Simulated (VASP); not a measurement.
Input of a VASP 6.6.1 run:

Contents of INCAR:

```
SYSTEM = LaGa2
ALGO = Normal ; EDIFF = 1E-6
ENCUT = 520 ; GGA = PS
ISIF = 2 ; ISMEAR = 0
LASPH = .TRUE. ; LCHARG = .FALSE.
LREAL = .FALSE. ; LWAVE = .FALSE.
NBANDS = 26 ; NELM = 100
PREC = Accurate ; SIGMA = 0.1
```

Contents of KPOINTS:

```
k-points
0
G
  12 12 10
  0 0 0
```

The input POSCAR:

```
LaGa2
1.0
    4.2744014403      0.0000000000      0.0000000000
   -2.1372007201      3.7017402332      0.0000000000
    0.0000000000      0.0000000000      4.3785071161
La Ga
1 2
Direct
    0.0000000000      0.0000000000      0.0000000000
    0.3333333333      0.6666666667      0.5000000000
    0.6666666667      0.3333333333      0.5000000000
```

Potentials or basis: VASP PAW PBE potentials, release 64 (La, Ga_d).

Run with:

```bash
$ cat potpaw_PBE.64/La/POTCAR potpaw_PBE.64/Ga_d/POTCAR > POTCAR
$ mpirun -np 1 vasp_std > vasp.out
```

**Question.** Predict the pressure.

**Answer.** 0.0 GPa.

Caveat: the PAW data sets were made with another functional, which shifts forces and pressure a little.
